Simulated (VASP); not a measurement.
TaN: electric field gradients with PBE

TaN:

```
Ta N
1.0
     2.98309    0.00000    0.00000
    -1.49154    2.58343    0.00000
     0.00000    0.00000    2.79651
Ta N
1 1
Direct
  0.33333 0.66667 0.50000
  0.00000 0.00000 0.00000
```

This cell differs from its parent crystal: z stretched by -3 % at fixed volume.

```yaml
Program: VASP 6.6.1
Task: electric field gradients
Functional: PBE
Potentials_or_basis: VASP PAW PBE potentials, release 64 (Ta_pv, N)
Cutoff: 520 eV
k_mesh: 12 × 12 × 10
Occupations: fermi-dirac, width 0.02 eV
Spin: no spin polarisation
Dipole_correction: no
Further_INCAR_settings: ALGO = Normal; EDIFF = 1e-08; NBANDS = 15
```

```json
{
 "Pressure": "7.1 GPa",
 "Band gap on the k mesh": "zero (band 8 reaches 8.61 eV, above the bottom of band 9 at 8.24 eV)"
}
```

Stress tensor (GPa, compression positive):
```
-3.28  0.00  0.00
 0.00 -3.28  0.00
 0.00  0.00 27.98
```

Levels at points of the mesh, in eV from the Fermi level:
```
           k point  band 4  band 5  band 6  band 7  band 8  band 9  band 10  band 11  band 12  band 13
(0.00, 0.00, 0.00)  -17.86   -4.95   -4.95   -4.16   -2.66    1.83     3.81     3.81     4.09     4.09
(0.50, 0.00, 0.00)  -15.68   -8.37   -4.80   -3.51   -3.45    3.21     3.55     4.94     5.45     7.68
(0.00, 0.00, 0.50)  -15.07   -9.34   -4.14   -4.14   -0.06   -0.06     2.98     2.98     2.98     7.99
(0.50, 0.00, 0.50)  -15.87   -7.39   -6.16   -6.02   -0.23    4.07     5.05     6.29     6.92    10.43
```

Electric field gradients, principal values (V/Å²):
```tsv
atom	least	middle	greatest (by size)
1 Ta	4.562	4.563	-9.125
2 N	3.870	3.873	-7.743
```

Run time: 11 s on 1 thread of Intel(R) Xeon(R) 6975P-C (Granite Rapids) (shared host), peak memory 0.16 GiB.

Caveat: without QUAD_EFG the Cq values of the log hold for a quadrupole moment of 1 mb, not for the nuclei; spin-orbit coupling is left out, which moves the levels of the heavy elements.
